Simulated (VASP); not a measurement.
# Cr2O3 (R-3c) in VASP: single point with PBE+U

Aim: the single point of Cr2O3 with PBE+U.

All numbers are computed with VASP 6.6.1; they aren't measurements. Logs are shortened: lines on timing, memory, paths and dates and some standing lists are left out, and cuts for length are marked.

## Step 1: The cell of the first run

The structure is trigonal, space group R-3c (No. 167). The conventional cell has a = 4.913 Å, b = 4.913 Å, c = 13.469 Å, α = 90.00°, β = 90.00°, γ = 120.00°. Cr (site symmetry 3) has 6 O at 1.96 to 1.98 Å and 1 Cr at 2.63 Å within 2.7 Å. O (site symmetry 2) has 4 Cr at 1.96 to 1.98 Å and 12 O at 2.57 to 2.98 Å within 3.0 Å.

## Step 2: Single point, PBE+U, collinear spin, antiferromagnetic start

Contents of INCAR:

```
SYSTEM = Cr2O3
PREC = Accurate
ENCUT = 520
EDIFF = 1E-6
ISMEAR = 0
SIGMA = 0.05
LREAL = .FALSE.
LASPH = .TRUE.
NELM = 150
ALGO = Normal
ISIF = 2
LWAVE = .FALSE.
LCHARG = .TRUE.
ISPIN = 2
MAGMOM = 2.53 2.53 -2.53 -2.53 -0.01 -0.01 -0.01 0.01 0.01 0.01
LORBIT = 11
LMAXMIX = 4
LDAU = .TRUE.
LDAUTYPE = 1
LDAUL = 2 -1
LDAUU = 4 0
LDAUJ = 0.9 0
LDAUPRINT = 1
GGA = PE
LELF = .TRUE.
LVHAR = .TRUE.
NBANDS = 57
```

Contents of KPOINTS:

```
Automatic mesh
0
G
  5 5 5
  0 0 0
```

Contents of POSCAR:

```
Cr2O3
1.0
    2.4564004400      1.4182034500      4.4896306400
   -2.4564004400      1.4182034500      4.4896306400
    0.0000000000     -2.8364069100      4.4896306400
Cr O
4 6
Direct
    0.8475000000      0.8475000000      0.8475000000
    0.6525000000      0.6525000000      0.6525000000
    0.1525000000      0.1525000000      0.1525000000
    0.3475000000      0.3475000000      0.3475000000
    0.0519000000      0.4481000000      0.7500000000
    0.7500000000      0.0519000000      0.4481000000
    0.4481000000      0.7500000000      0.0519000000
    0.9481000000      0.5519000000      0.2500000000
    0.2500000000      0.9481000000      0.5519000000
    0.5519000000      0.2500000000      0.9481000000
```

Potentials or basis: VASP PAW PBE potentials, release 64 (Cr_pv, O).

Command:

```console
$ cat potpaw_PBE.64/Cr_pv/POTCAR potpaw_PBE.64/O/POTCAR > POTCAR
$ mpirun -np 1 vasp_std > vasp.out
```

OUTCAR:

```text
SYSTEM = Cr2O3
   PREC = Accurate
   ENCUT = 520
   EDIFF = 1E-6
   ISMEAR = 0
   LREAL = .FALSE.
   LASPH = .TRUE.
   NELM = 150
   ISIF = 2
   ISPIN = 2
   LORBIT = 11
   GGA = PE

 ion  position               nearest neighbor table
   1  0.847  0.847  0.847-   9 1.96   8 1.96  10 1.96   7 1.98   6 1.98   5 1.98   2 2.63   3 2.86
                             3 2.86   3 2.86
   2  0.653  0.653  0.653-  10 1.96   8 1.96   9 1.96   6 1.98   7 1.98   5 1.98   1 2.63   4 2.86
                             4 2.86   4 2.86
   3  0.153  0.153  0.153-   6 1.96   5 1.96   7 1.96  10 1.98   9 1.98   8 1.98   4 2.63   1 2.86
                             1 2.86   1 2.86
   4  0.347  0.347  0.347-   7 1.96   5 1.96   6 1.96   9 1.98  10 1.98   8 1.98   3 2.63   2 2.86
                             2 2.86   2 2.86
   5  0.052  0.448  0.750-   3 1.96   4 1.96   1 1.98   2 1.98
   6  0.750  0.052  0.448-   3 1.96   4 1.96   2 1.98   1 1.98
   7  0.448  0.750  0.052-   4 1.96   3 1.96   1 1.98   2 1.98
   8  0.948  0.552  0.250-   1 1.96   2 1.96   3 1.98   4 1.98
   9  0.250  0.948  0.552-   1 1.96   2 1.96   4 1.98   3 1.98
  10  0.552  0.250  0.948-   2 1.96   1 1.96   3 1.98   4 1.98

  LATTYP: Found a trigonal (rhomboedric) cell.
 ALAT       =     5.3105543431
 COS(alpha) =     0.5720937666

  Lattice vectors:

 A1 = (   2.4564004400,   1.4182034500,   4.4896306400)
 A2 = (  -2.4564004400,   1.4182034500,   4.4896306400)
 A3 = (   0.0000000000,  -2.8364069100,   4.4896306400)

Analysis of symmetry for initial positions (statically):
=====================================================================
 Subroutine PRICEL returns:
 Original cell was already a primitive cell.

 Routine SETGRP: Setting up the symmetry group for a
 trigonal (rhombohedral) supercell.

 Subroutine GETGRP returns: Found 12 space group operations
 (whereof  6 operations were pure point group operations)
 out of a pool of 12 trial point group operations.

The static configuration has the point symmetry S_6 .
 The point group associated with its full space group is D_3d.

Analysis of symmetry for dynamics (positions and initial velocities):
=====================================================================
 Subroutine PRICEL returns:
 Original cell was already a primitive cell.

 Routine SETGRP: Setting up the symmetry group for a
 trigonal (rhombohedral) supercell.

 Subroutine GETGRP returns: Found 12 space group operations
 (whereof  6 operations were pure point group operations)
 out of a pool of 12 trial point group operations.

The dynamic configuration has the point symmetry S_6 .
 The point group associated with its full space group is D_3d.

Analysis of structural, dynamic, and magnetic symmetry:
=====================================================================
 Subroutine PRICEL returns:
 Original cell was already a primitive cell.

 Routine SETGRP: Setting up the symmetry group for a
 trigonal (rhombohedral) supercell.

 Subroutine GETGRP returns: Found 12 space group operations
 (whereof  6 operations were pure point group operations)
 out of a pool of 12 trial point group operations.

The overall configuration has the point symmetry S_6 .
 The point group associated with its full space group is D_3d.

 Subroutine INISYM returns: Found 12 space group operations
 (whereof  6 operations are pure point group operations),
 and found     1 'primitive' translations

----------------------------------------------------------------------------------------

                                     Primitive cell

  volume of cell :      93.8425

  direct lattice vectors                    reciprocal lattice vectors
     2.456400440  1.418203450  4.489630640     0.203549874  0.117519575  0.074245157
    -2.456400440  1.418203450  4.489630640    -0.203549874  0.117519575  0.074245157
     0.000000000 -2.836406910  4.489630640     0.000000000 -0.235039149  0.074245157

  length of vectors
[... 124 lines left out ...]
   IVDW    =     0    specifies the selected vdW correction
   LEPSILON=     F    determine dielectric tensor
   LRPA    =     F    only Hartree local field effects (RPA)
 spin polarized calculation
 Gauss-broadening in eV      SIGMA  =   0.05
  energy-cutoff  :      520.00
  volume of cell :       93.84
 maximum number of plane-waves:      2549
   NGX = 19   NGY = 19   NGZ = 19

 number of electron      84.0000001 magnetization       0.0000000

atom =   1  type =  1  l = 2

 onsite density matrix

spin component  1
[... 116 lines left out ...]
  o =  0.0529  v = -0.7663 -0.4791  0.0000 -0.3127  0.2921  0.0000  0.0000  0.0000  0.0000  0.0000      0.0000  0.0000  0.0000  0.0000  0.0000  0.0000  0.0000  0.0000  0.0000  0.0000
  o =  0.0529  v =  0.2921  0.3127  0.0000 -0.4791  0.7663  0.0000  0.0000  0.0000  0.0000  0.0000      0.0000  0.0000  0.0000  0.0000  0.0000  0.0000  0.0000  0.0000  0.0000  0.0000
  o =  0.0649  v = -0.0000 -0.0000  1.0000  0.0000 -0.0000  0.0000  0.0000  0.0000  0.0000  0.0000      0.0000  0.0000  0.0000  0.0000  0.0000  0.0000  0.0000  0.0000  0.0000  0.0000
  o =  0.2607  v = -0.5027  0.7873  0.0000 -0.2297 -0.2733  0.0000  0.0000  0.0000  0.0000  0.0000      0.0000  0.0000  0.0000  0.0000  0.0000  0.0000  0.0000  0.0000  0.0000  0.0000
  o =  0.2607  v =  0.2733 -0.2297  0.0000 -0.7873 -0.5027  0.0000  0.0000  0.0000  0.0000  0.0000      0.0000  0.0000  0.0000  0.0000  0.0000  0.0000  0.0000  0.0000  0.0000  0.0000
  o =  0.2837  v =  0.0000  0.0000  0.0000  0.0000  0.0000 -0.5123  0.7811  0.0000 -0.2344 -0.2693      0.0000  0.0000  0.0000  0.0000  0.0000  0.0000  0.0000  0.0000  0.0000  0.0000
  o =  0.2837  v =  0.0000  0.0000  0.0000  0.0000  0.0000  0.2693 -0.2344 -0.0000 -0.7811 -0.5123      0.0000  0.0000  0.0000  0.0000  0.0000  0.0000  0.0000  0.0000  0.0000  0.0000
  o =  0.9458  v =  0.0000  0.0000  0.0000  0.0000  0.0000  0.7594  0.4887 -0.0000  0.3101 -0.2973      0.0000  0.0000  0.0000  0.0000  0.0000  0.0000  0.0000  0.0000  0.0000  0.0000
  o =  0.9458  v =  0.0000  0.0000  0.0000  0.0000  0.0000  0.2973  0.3101  0.0000 -0.4887  0.7594      0.0000  0.0000  0.0000  0.0000  0.0000  0.0000  0.0000  0.0000  0.0000  0.0000
  o =  0.9529  v =  0.0000  0.0000  0.0000  0.0000  0.0000 -0.0000 -0.0000  1.0000  0.0000 -0.0000      0.0000  0.0000  0.0000  0.0000  0.0000  0.0000  0.0000  0.0000  0.0000  0.0000

 number of electron      84.0000001 magnetization      -0.0000000

 Free energy of the ion-electron system (eV)
  ---------------------------------------------------
  ext. energy  EPLUGINS =         0.00000000
  ---------------------------------------------------
  free energy    TOTEN  =       -81.16261548 eV

  energy without entropy =      -81.16261548  energy(sigma->0) =      -81.16261548

 E-fermi :   6.4621     XC(G=0): -12.2312

 val. band max:        6.2504408799   @ k =   0.0000   0.0000   0.0000
 cond. band min:       9.6436489855   @ k =   0.2000   0.2000   0.2000
 fundamental gap:      3.3932081056
 Fermi energy:         6.4620840455

 spin component 1

 k-point     1 :       0.0000    0.0000    0.0000
  band No.  band energies     occupation
      1     -37.2935      1.00000
      2     -37.2107      1.00000
      3     -37.2107      1.00000
      4     -37.1954      1.00000
      5     -37.1954      1.00000
      6     -37.0821      1.00000
[... 1072 lines left out ...]
     53      11.7462      0.00000
     54      11.8886      0.00000
 Fermi energy:         6.4620840455

 spin component 2

 k-point     1 :       0.0000    0.0000    0.0000
  band No.  band energies     occupation
      1     -37.2935      1.00000
      2     -37.2107      1.00000
      3     -37.2107      1.00000
      4     -37.1954      1.00000
      5     -37.1954      1.00000
      6     -37.0821      1.00000
[... 1072 lines left out ...]
     53      11.7462      0.00000
     54      11.8886      0.00000
 [bands above 54 left out]

------------------------ aborting loop because EDIFF is reached ----------------------------------------

  FORCE on cell =-STRESS in cart. coord.  units (eV):
  Direction    XX          YY          ZZ          XY          YZ          ZX
  --------------------------------------------------------------------------------------
  -------------------------------------------------------------------------------------
  Total       11.8056063     11.8056062     13.9158355      0.0000000     -0.0000000      0.0000000
  in kB      201.5576604    201.5576599    237.5857011      0.0000000     -0.0000002      0.0000000
  external PRESSURE =     213.5670071 kB  Pullay stress =       0.0000000 kB

 VOLUME and BASIS-vectors are now :
 -----------------------------------------------------------------------------
  energy-cutoff  :      520.00
  volume of cell :       93.84
      direct lattice vectors                 reciprocal lattice vectors
     2.456400440  1.418203450  4.489630640     0.203549874  0.117519575  0.074245157
    -2.456400440  1.418203450  4.489630640    -0.203549874  0.117519575  0.074245157
     0.000000000 -2.836406910  4.489630640     0.000000000 -0.235039149  0.074245157

 POSITION                                       TOTAL-FORCE (eV/Angst)
 -----------------------------------------------------------------------------------
      0.00000     -0.00000     11.41489        -0.000000     -0.000000      0.657785
      0.00000     -0.00000      8.78845        -0.000000      0.000000     -0.657785
      0.00000     -0.00000      2.05401        -0.000000      0.000000     -0.657785
      0.00000     -0.00000      4.68044        -0.000000     -0.000000      0.657785
     -0.97323     -1.41820      5.61204         0.457516      0.000000      0.000000
      1.71481     -0.13374      5.61204        -0.228758      0.396221     -0.000000
     -0.74159      1.55194      5.61204        -0.228758     -0.396221     -0.000000
      0.97323      1.41820      7.85685        -0.457516     -0.000000      0.000000
     -1.71481      0.13374      7.85685         0.228758     -0.396221     -0.000000
      0.74159     -1.55194      7.85685         0.228758      0.396221     -0.000000
 -----------------------------------------------------------------------------------
    total drift:                               -0.000000      0.000000      0.000000

  FREE ENERGIE OF THE ION-ELECTRON SYSTEM (eV)
  ---------------------------------------------------
  free  energy   TOTEN  =       -81.1626154806 eV

  energy  without entropy=      -81.1626154806  energy(sigma->0) =      -81.16261548

 total charge

# of ion       s       p       d       tot
------------------------------------------
    1        0.315   6.386   4.070  10.770
    2        0.315   6.386   4.070  10.770
    3        0.315   6.386   4.070  10.770
    4        0.315   6.386   4.070  10.770
    5        1.557   3.552   0.000   5.108
    6        1.557   3.552   0.000   5.108
    7        1.557   3.552   0.000   5.108
    8        1.557   3.552   0.000   5.108
    9        1.557   3.552   0.000   5.108
   10        1.557   3.552   0.000   5.108
--------------------------------------------------
tot         10.599  46.852  16.279  73.731

 magnetization (x)

# of ion       s       p       d       tot
------------------------------------------
    1        0.015   0.026   2.715   2.756
    2        0.015   0.026   2.715   2.756
    3       -0.015  -0.026  -2.715  -2.756
    4       -0.015  -0.026  -2.715  -2.756
    5        0.001  -0.007   0.000  -0.006
    6        0.001  -0.007   0.000  -0.006
    7        0.001  -0.007   0.000  -0.006
    8       -0.001   0.007   0.000   0.006
    9       -0.001   0.007   0.000   0.006
   10       -0.001   0.007   0.000   0.006
--------------------------------------------------
tot          0.000   0.000   0.000   0.000
```

It took 4.2 min on 1 thread of AMD EPYC 7R13 (Zen 3), shared host; peak memory 0.33 GiB.

What came out:

- Free energy: -81.1626 eV
- Pressure: 21.4 GPa
- Largest force: 0.658 eV/Å
- Band gap on the k mesh: 3.39 eV (least direct gap 3.48 eV)
- Net moment: 0.00 μB per cell
- Site moments: Cr +2.76, -2.76 (each value once); O -0.01, +0.01 (each value once) μB
- Valence electrons inside the program's atomic spheres: Cr 10.77; O 5.11

Forces on the atoms (eV/Å):
```
Cr   0.000  0.000  0.658
Cr   0.000  0.000 -0.658
Cr   0.000  0.000 -0.658
Cr   0.000  0.000  0.658
O    0.458  0.000  0.000
O   -0.229  0.396  0.000
O   -0.229 -0.396  0.000
O   -0.458  0.000  0.000
O    0.229 -0.396  0.000
O    0.229  0.396  0.000
```

Stress tensor (GPa, compression positive):
```
20.16  0.00  0.00
 0.00 20.16  0.00
 0.00  0.00 23.76
```

Levels at points of the mesh, in eV from the valence-band top:
Spin up:
```tsv
k point	band 38	band 39	band 40	band 41	band 42	band 43	band 44	band 45	band 46	band 47
(0.00, 0.00, 0.00)	-1.05	-1.05	-0.57	-0.57	0.00	3.48	3.48	3.82	3.82	4.19
```
Spin down:
```csv
k point,band 40,band 41,band 42,band 43,band 44,band 45
"(0.00, 0.00, 0.00)",-0.57,-0.57,0.00,3.48,3.48,3.82
```

Eigenvalues of the final occupation matrices:
| site | spin | trace | eigenvalues |
| --- | --- | --- | --- |
| site 1 d | 1 | 3.41 | 0.28 0.28 0.95 0.95 0.95 |
| site 1 d | 2 | 0.69 | 0.05 0.05 0.06 0.26 0.26 |
| site 2 d | 1 | 3.41 | 0.28 0.28 0.95 0.95 0.95 |
| site 2 d | 2 | 0.69 | 0.05 0.05 0.06 0.26 0.26 |
| site 3 d | 1 | 0.69 | 0.05 0.05 0.06 0.26 0.26 |
| site 3 d | 2 | 3.41 | 0.28 0.28 0.95 0.95 0.95 |
| site 4 d | 1 | 0.69 | 0.05 0.05 0.06 0.26 0.26 |
| site 4 d | 2 | 3.41 | 0.28 0.28 0.95 0.95 0.95 |

Caveat: the cell stands under pressure. A k mesh can miss the band edges.
